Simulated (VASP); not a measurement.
**BaS: single point with PBE**

BaS:

```
CELL_PARAMETERS angstrom
4.47736 0.00000 0.00000
-2.23868 3.87750 0.00000
0.00000 0.00000 4.04613
ATOMIC_POSITIONS crystal
Ba 0.00000 0.00000 0.00000
S 0.66667 0.33333 0.50000
```

| Quantity | Value |
| --- | --- |
| Program | VASP 6.6.1 |
| Task | single point |
| Functional | PBE |
| Potentials or basis | VASP PAW PBE potentials, release 64 (Ba_sv, S) |
| Cutoff | 520 eV |
| k mesh | 10 × 10 × 8 |
| Occupations | gaussian, width 0.05 eV |
| Spin | no spin polarisation |
| Dipole correction | no |
| Further INCAR settings | ALGO = Normal; EDIFF = 1e-07; NBANDS = 15 |

```yaml
Pressure: -1.8 GPa
Band_gap_on_the_k_mesh: 2.04 eV
```

Stress tensor (GPa, compression positive):
```
-1.86  0.00  0.00
 0.00 -1.86  0.00
 0.00  0.00 -1.64
```

Levels at points of the mesh, in eV from the valence-band top:
```tsv
k point	band 5	band 6	band 7	band 8	band 9	band 10	band 11	band 12
(0.00, 0.00, 0.00)	-10.58	-0.74	-0.74	0.00	2.04	2.80	5.33	5.33
(0.50, 0.00, 0.00)	-9.87	-1.87	-0.54	-0.44	2.23	5.01	5.58	6.03
(0.00, 0.00, 0.50)	-9.63	-2.24	-0.60	-0.60	3.82	3.82	4.65	4.65
(0.50, 0.00, 0.50)	-10.24	-1.55	-1.17	-1.14	3.48	4.66	6.48	6.77
```

It took 110 s on 1 thread of AMD EPYC 7R43 64-Core Processor (Zen 3), on a shared host, peak memory 0.19 GiB.

Caveat: spin-orbit coupling is left out, which moves the levels of the heavy elements. A k mesh can miss the band edges.
